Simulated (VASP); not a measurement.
A run of VASP 6.6.1 is set up as follows.

Contents of INCAR:

```
PREC = Accurate
ENCUT = 520
EDIFF = 1E-6
ISMEAR = 0
SIGMA = 0.15
LREAL = False
LASPH = True
NELM = 100
ALGO = Fast
ISIF = 2
LWAVE = False
LCHARG = False
GGA = PS
NBANDS = 13
```

KPOINTS

```
regular mesh
0
Gamma
  20 20 20
```

POSCAR

```
W
1.0
   -1.5374012500      1.5973000000      1.5374012500
    1.6571987500     -1.5973000000      1.6571987500
    1.5374012500      1.5973000000     -1.5374012500
W
1
Direct
    0.0000000000      0.0000000000      0.0000000000
```

Potentials or basis: VASP PAW PBE potentials, release 64 (W_sv).

Command:

```console
$ cat potpaw_PBE.64/W_sv/POTCAR > POTCAR
$ mpirun -np 1 vasp_std > vasp.out
```

Question: What does it give for the band gap on the k mesh?

Answer: Zero (band 7 reaches 15.10 eV, above the bottom of band 8 at 9.96 eV).

Question: Predict the pressure.

Answer: -9.6 GPa.

Stress tensor (GPa, compression positive):
```
 -9.78   0.00 -10.38
  0.00  -9.20   0.00
-10.38   0.00  -9.78
```

Caveat: the cell differs from its parent crystal (strain +0.0750 x Voigt [0, 0, 0, 0, 1, 0]); the PAW data sets were made with another functional, which shifts forces and pressure a little; spin-orbit coupling is left out, which moves the levels of the heavy elements.
